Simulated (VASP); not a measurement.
A run of VASP 6.6.1 is set up as follows.

INCAR

```
SYSTEM = Rb
  PREC = Accurate
  ENCUT = 520
  EDIFF = 1E-6
  ISMEAR = 0
  SIGMA = 0.1
  LREAL = .False.
  LASPH = .True.
  NELM = 60
  ALGO = Fast
  ISIF = 2
  LWAVE = .False.
  LCHARG = .False.
  GGA = PE
  NBANDS = 10
```

The input KPOINTS:

```
Automatic mesh
0
Gamma
  4 4 4
  0 0 0
```

File POSCAR:

```
Rb
1.0
    4.6200217000      0.0000000000      0.0000000000
    0.0000000000      4.6200217000      0.0000000000
    0.0000000000      0.0000000000      4.6200217000
Rb
1
Direct
    0.0000000000      0.0000000000      0.0000000000
```

Potentials or basis: VASP PAW PBE potentials, release 64 (Rb_sv).

Command:

```bash
$ cat potpaw_PBE.64/Rb_sv/POTCAR > POTCAR
$ mpirun -np 1 vasp_std > vasp.out
```

Question: Estimate the pressure.

Answer: 0.0 GPa.

Question: Estimate the band gap on the k mesh.

Answer: Zero (an odd number of electrons rules out a gap without spin polarisation).
